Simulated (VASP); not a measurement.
Input of a VASP 6.6.1 run:

Contents of INCAR:

```
PREC     = Accurate       # precision mode
ENCUT    = 520            # plane-wave cutoff, eV
EDIFF    = 1E-8           # SCF threshold, eV
ISMEAR   = -1             # smearing method
SIGMA    = 0.01           # smearing width, eV
LREAL    = False          # projectors in reciprocal space
LASPH    = True           # aspherical terms in the spheres
NELM     = 80             # most SCF steps
ALGO     = Normal         # electronic algorithm
ISIF     = 2              # what is computed and relaxed
LWAVE    = False          # write WAVECAR
LCHARG   = False          # write CHGCAR
GGA      = PE             # functional
LEFG     = True         
NBANDS   = 24             # bands
```

Contents of KPOINTS:

```
regular mesh
0
Gamma
  9 9 5
```

The input POSCAR:

```
TaN
1.0
    3.1077819002      0.0000000000      0.0000000000
   -1.5538909501      2.6914180749      0.0000000000
    0.0000000000      0.0000000000      5.0144558607
Ta N
2 2
Direct
    0.0000000000      0.0000000000      0.0000000000
    0.0000000000      0.0000000000      0.5000000000
    0.3333333333      0.6666666667      0.2500000000
    0.6666666667      0.3333333333      0.7500000000
```

Potentials or basis: VASP PAW PBE potentials, release 64 (Ta_pv, N).

Run with:

```bash
$ cat potpaw_PBE.64/Ta_pv/POTCAR potpaw_PBE.64/N/POTCAR > POTCAR
$ mpirun -np 1 vasp_std > vasp.out
```

**Question.** Predict the band gap on the k mesh.

**Answer.** Zero (band 16 reaches 9.88 eV, above the bottom of band 17 at 7.55 eV).

**Question.** What does it give for the pressure?

**Answer.** 32.6 GPa.

Electric field gradients, principal values (V/Å²):
| atom | least | middle | greatest (by size) |
| --- | --- | --- | --- |
| 1 Ta | 90.303 | 90.304 | -180.607 |
| 2 Ta | 90.303 | 90.304 | -180.607 |
| 3 N | -2.700 | -2.701 | 5.401 |
| 4 N | -2.700 | -2.701 | 5.401 |

Caveat: without QUAD_EFG the Cq values of the log hold for a quadrupole moment of 1 mb, not for the nuclei; spin-orbit coupling is left out, which moves the levels of the heavy elements.
